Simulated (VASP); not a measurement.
# MgS (Fm-3m) in VASP: notebook, part 2 of 2

VASP 6.6.1. The steps go on from the part before.

## 5. Relaxation of cell and atoms, LDA, target pressure 7 GPa, at which the enthalpy is minimised

Contents of INCAR:

```
SYSTEM = MgS
PREC = Accurate ; ENCUT = 600
EDIFF = 1E-6 ; ISMEAR = 0
SIGMA = 0.01 ; LREAL = .False.
LASPH = .True. ; NELM = 80
ALGO = Normal ; ISIF = 3
LWAVE = .False. ; LCHARG = .False.
GGA = CA ; IBRION = 2
NSW = 100 ; EDIFFG = -0.002
PSTRESS = 70.0
```

Contents of KPOINTS:

```
regular mesh
0
Gamma
  8 8 8
  0 0 0
```

Contents of POSCAR:

```
MgS
1.0
    2.5641824302      2.5641824302      0.0000000000
   -2.5641824302      2.5641824302      0.0000000000
    0.0000000000      2.5641824302      2.5641824302
Mg S
1 1
Direct
    0.0000000000      0.0000000000      0.0000000000
    0.5000000000      0.5000000000      0.0000000000
```

Potentials or basis: VASP PAW LDA potentials, release 64 (Mg, S).

Launch:

```bash
$ cat potpaw_LDA.64/Mg/POTCAR potpaw_LDA.64/S/POTCAR > POTCAR
$ mpirun -np 1 vasp_std > vasp.out
```

OUTCAR:

```text
SYSTEM = MgS
   PREC = Accurate
   ENCUT = 600
   EDIFF = 1E-6
   ISMEAR = 0
   LREAL = .False.
   LASPH = .True.
   NELM = 80
   ISIF = 3
   GGA = CA
   IBRION = 2
   NSW = 100
   EDIFFG = -0.002
   PSTRESS = 70.0

 ion  position               nearest neighbor table
   1  0.000  0.000  0.000-   2 2.56   2 2.56   2 2.56   2 2.56   2 2.56   2 2.56
   2  0.500  0.500  0.000-   1 2.56   1 2.56   1 2.56   1 2.56   1 2.56   1 2.56

  LATTYP: Found a face centered cubic cell.
 ALAT       =     5.1283648604

  Lattice vectors:

 A1 = (   0.0000000000,   2.5641824302,   2.5641824302)
 A2 = (   2.5641824302,   0.0000000000,   2.5641824302)
 A3 = (   2.5641824302,   2.5641824302,   0.0000000000)

Analysis of symmetry for initial positions (statically):
=====================================================================
 Subroutine PRICEL returns:
 Original cell was already a primitive cell.

 Routine SETGRP: Setting up the symmetry group for a
 face centered cubic supercell.

 Subroutine GETGRP returns: Found 48 space group operations
 (whereof 48 operations were pure point group operations)
 out of a pool of 48 trial point group operations.

The static configuration has the point symmetry O_h .

Analysis of symmetry for dynamics (positions and initial velocities):
=====================================================================
 Subroutine PRICEL returns:
 Original cell was already a primitive cell.

 Routine SETGRP: Setting up the symmetry group for a
 face centered cubic supercell.

 Subroutine GETGRP returns: Found 48 space group operations
 (whereof 48 operations were pure point group operations)
 out of a pool of 48 trial point group operations.

The dynamic configuration has the point symmetry O_h .

 Subroutine INISYM returns: Found 48 space group operations
 (whereof 48 operations are pure point group operations),
 and found     1 'primitive' translations

----------------------------------------------------------------------------------------

                                     Primitive cell

  volume of cell :      33.7192

  direct lattice vectors                    reciprocal lattice vectors
     2.564182430  2.564182430  0.000000000     0.194993926  0.194993926 -0.194993926
    -2.564182430  2.564182430  0.000000000    -0.194993926  0.194993926 -0.194993926
     0.000000000  2.564182430  2.564182430     0.000000000  0.000000000  0.389987853

  length of vectors
     3.626301569  3.626301569  3.626301569     0.337739388  0.337739388  0.389987853

  position of ions in fractional coordinates (direct lattice)
     0.000000000  0.000000000  0.000000000
     0.500000000  0.500000000  0.000000000

  ion indices of the primitive-cell ions
   primitive index   ion index
                 1           1
                 2           2

----------------------------------------------------------------------------------------

 KPOINTS: regular mesh

Automatic generation of k-mesh.
 Grid dimensions read from file:
 generate k-points for:    8    8    8

 Generating k-lattice:

  Cartesian coordinates                     Fractional coordinates (reciprocal lattice)
     0.024374241  0.024374241 -0.024374241     0.125000000  0.000000000  0.000000000
    -0.024374241  0.024374241 -0.024374241     0.000000000  0.125000000  0.000000000
[... 41 lines left out ...]
   number of dos      NEDOS =    301   number of ions     NIONS =      2
   total plane-waves  NPLWV =  27000
   dimension x,y,z NGX =    30 NGY =   30 NGZ =   30
   dimension x,y,z NGXF=    60 NGYF=   60 NGZF=   60
   ions per type =               1   1
   NGX,Y,Z   is equivalent  to a cutoff of  13.75, 13.75, 13.75 a.u.
   NGXF,Y,Z  is equivalent  to a cutoff of  27.51, 27.51, 27.51 a.u.
 SYSTEM =  MgS
   PREC   = accura    normal or accurate (medium, high low for compatibility)
   ISTART =      0    job   : 0-new  1-cont  2-samecut
   ICHARG =      2    charge: 1-file 2-atom 10-const
   ISPIN  =      1    spin polarized calculation?
   LNONCOLLINEAR =      F non collinear calculations
   LSORBIT =      F    spin-orbit coupling
   LASPH  =      T    aspherical Exc in radial PAW
   ENCUT  =  600.0 eV  44.10 Ry    6.64 a.u.   7.24  7.24  7.24*2*pi/ulx,y,z
   NELM   =     80;   NELMIN=  2; NELMDL= -5     # of ELM steps
   EDIFF  = 0.1E-05   stopping-criterion for ELM
   LREAL  =      F    real-space projection
   EDIFFG = -.2E-02   stopping-criterion for IOM
   NSW    =    100    number of steps for IOM
   IBRION =      2    ionic relax: 0-MD 1-quasi-New 2-CG
   NFREE  =      1    steps in history (QN), initial steepest desc. (CG)
   ISIF   =      3    stress and relaxation
   ISYM   =      2    0-nonsym 1-usesym 2-fastsym
   POTIM  = 0.5000    time-step for ionic-motion
   TEBEG  =    0.0;   TEEND  =   0.0 temperature during run
   PSTRESS=   70.0 pullay stress
   NELECT =       8.0000    total number of electrons
   NUPDOWN=      -1.0000    fix difference up-down
   EMIN   =  10.00;   EMAX   =-10.00  energy-range for DOS
   EFERMI =   0.00;   METHOD = LEGACY
   ISMEAR =     0;   SIGMA  =   0.01  broadening in eV -4-tet -1-fermi 0-gaus
   EFERMI_NEDOS =   21; number of points for ismear=-14 and -15
   IALGO  =     38    algorithm
   IMIX   =      4    mixing-type and parameters
     AMIX     =   0.40;   BMIX     =  1.00
     AMIX_MAG =   1.60;   BMIX_MAG =  1.00
  volume/ion in A,a.u.               =      16.86       113.77
  Fermi-wavevector in a.u.,A,eV,Ry     =   1.013474  1.915188 13.974944  1.027129
  Thomas-Fermi vector in A             =   2.146645
   LORBIT       =      0    0 simple, 1 ext, 2 COOP (PROOUT), +10 PAW based schemes
   GGA     = CA    functional components
   LHFCALC =     F    Hartree Fock is set to
   AEXX    =    0.0000 exact exchange contribution
   IVDW    =     0    specifies the selected vdW correction
   LEPSILON=     F    determine dielectric tensor
   LRPA    =     F    only Hartree local field effects (RPA)
 conjugate gradient relaxation of ions
 non-spin polarized calculation
 Gauss-broadening in eV      SIGMA  =   0.01
  energy-cutoff  :      600.00
  volume of cell :       33.72
 maximum number of plane-waves:      1158
 NGX is ok and might be reduce to    30
   NGX = 15   NGY = 15   NGZ = 15

--------------------------------------- Ionic step        1  -------------------------------------------

 number of electron       8.0000001 magnetization

 Free energy of the ion-electron system (eV)
  ---------------------------------------------------
  ext. energy  EPLUGINS =         0.00000000
  ---------------------------------------------------
  free energy    TOTEN  =        -9.59249363 eV

  energy without entropy =       -9.59249363  energy(sigma->0) =       -9.59249363

------------------------ aborting loop because EDIFF is reached ----------------------------------------

  FORCE on cell =-STRESS in cart. coord.  units (eV):
  Direction    XX          YY          ZZ          XY          YZ          ZX
  --------------------------------------------------------------------------------------
  -------------------------------------------------------------------------------------
  Total       -0.1115758     -0.1115758     -0.1115758      0.0000000      0.0000000      0.0000000
  in kB       -5.3015617     -5.3015617     -5.3015617      0.0000000      0.0000000      0.0000000
  external PRESSURE =     -75.3015617 kB  Pullay stress =      70.0000000 kB
[... 63 lines left out ...]
--------------------------------------- Ionic step        3  -------------------------------------------

 number of electron       7.9999999 magnetization

 Free energy of the ion-electron system (eV)
  ---------------------------------------------------
  ext. energy  EPLUGINS =         0.00000000
  ---------------------------------------------------
  free energy    TOTEN  =        -9.54576614 eV

  energy without entropy =       -9.54576614  energy(sigma->0) =       -9.54576614

 E-fermi :   4.8072     XC(G=0): -10.4931

 val. band max:        4.7413616721   @ k =   0.0000   0.0000   0.0000
 cond. band min:       7.5492743761   @ k =   0.5000   0.5000   0.0000
 fundamental gap:      2.8079127040
 Fermi energy:         4.8071689707

 k-point     1 :       0.0000    0.0000    0.0000
  band No.  band energies     occupation
      1      -8.6500      2.00000
      2       4.7414      2.00000
      3       4.7414      2.00000
      4       4.7414      2.00000
      5       9.2568      0.00000
      6      12.4685      0.00000
      7      12.4685      0.00000
      8      12.4685      0.00000
[... 243 lines left out ...]
 k-point    24 :       0.5000    0.2500    0.1250
  band No.  band energies     occupation
      1      -6.7260      2.00000
      2      -0.2677      2.00000
      3       2.1797      2.00000
      4       3.3326      2.00000
      5      10.3965      0.00000
      6      10.9340      0.00000
      7      13.3835      0.00000
      8      14.6043      0.00000

 [... further k-points ...]
[... 5 lines left out ...]
  --------------------------------------------------------------------------------------
  -------------------------------------------------------------------------------------
  Total        1.3600955      1.3600955      1.3600955      0.0000000     -0.0000000     -0.0000000
  in kB       69.8037326     69.8037326     69.8037326      0.0000000     -0.0000000     -0.0000000
  external PRESSURE =      -0.1962674 kB  Pullay stress =      70.0000000 kB
[... 21 lines left out ...]
  energy  without entropy=       -9.5457661408  energy(sigma->0) =       -9.54576614

  enthalpy is  TOTEN    =        -8.1818464418 eV   P V=        1.3639196990

 reached required accuracy - stopping structural energy minimisation
```

CONTCAR:

```text
MgS
   1.00000000000000
     2.4991392166650086    2.4991392166650086    0.0000000000000000
    -2.4991392166650086    2.4991392166650086    0.0000000000000000
     0.0000000000000000    2.4991392166650086    2.4991392166650086
  Mg              S
     1     1
Direct
     0.0000000000000000    0.0000000000000000    0.0000000000000000
     0.5000000000000000    0.5000000000000000    1.0000000000000000

  0.00000000E+00  0.00000000E+00  0.00000000E+00
  0.00000000E+00  0.00000000E+00  0.00000000E+00
```

Wall time 9.5 s (1 thread of Intel Xeon 6975P-C (Granite Rapids), shared host); peak memory 0.16 GiB.

Results:

```
Free energy                                            : -9.5458 eV
Relaxed volume                                         : 15.61 Å³/atom
Relaxed cell                                           : a = 3.534 Å, b = 3.534 Å, c = 3.534 Å, α = 60.00°, β = 60.00°, γ = 90.00°
Space group after relaxing (to 0.05 Å)                 : Fm-3m (No. 225)
Energy change on relaxing (the enthalpy is what falls) : +23.4 meV/atom
Ionic steps                                            : 3
Pressure after relaxing                                : 7.0 GPa
Band gap on the k mesh                                 : 2.81 eV, indirect (least direct gap 4.52 eV)
```

The path:
```tsv
step	energy change (eV)	largest force (eV/Å)	pressure (GPa)	volume (Å³)
1	0.0000	0.0000	-0.53	33.72
2	0.1178	0.0000	11.85	30.00
3	0.0467	0.0000	6.98	31.22
```

Final structure:
```yaml
crystal:
  lattice:
    - [2.49914, 2.49914, 0.00000]
    - [-2.49914, 2.49914, 0.00000]
    - [0.00000, 2.49914, 2.49914]
  atoms:
    - { symbol: Mg, position: [0.00000, 0.00000, 0.00000] }
    - { symbol: S, position: [0.50000, 0.50000, 0.00000] }
```

Levels at points of the mesh, in eV from the valence-band top:
```tsv
k point	band 1	band 2	band 3	band 4	band 5	band 6	band 7	band 8
(0.00, 0.00, 0.00)	-13.39	0.00	0.00	0.00	4.52	7.73	7.73	7.73
(0.50, 0.00, 0.00)	-11.72	-5.59	-0.75	-0.75	4.55	6.87	6.87	11.12
(0.50, 0.50, 0.00)	-11.24	-4.93	-2.00	-2.00	2.81	3.84	13.02	13.09
```

Caveat: the cell is relaxed towards a set pressure, so the enthalpy falls and the energy may rise. LDA usually gives volumes a few per cent too small.

## 6. Overview

| cell | gap on the mesh (eV) | pressure (GPa) |
| --- | --- | --- |
| relaxed to -2 GPa | 2.61 | -2.0 |
| relaxed to 2 GPa | 2.71 | 2.0 |
| relaxed to 4 GPa | 2.75 | 4.0 |
| relaxed to 7 GPa | 2.81 | 7.0 |

Alike in all rows: task relaxation of cell and atoms; level LDA; potentials or basis VASP PAW LDA potentials, release 64 (Mg, S); no spin polarisation; k mesh 8 × 8 × 8; cutoff (eV) 600; smearing gaussian 0.01 eV.

Caveats: the cell is relaxed towards a set pressure, so the enthalpy falls and the energy may rise.

Total energies depend on the potentials used, so only differences within one code and one set of settings carry meaning.
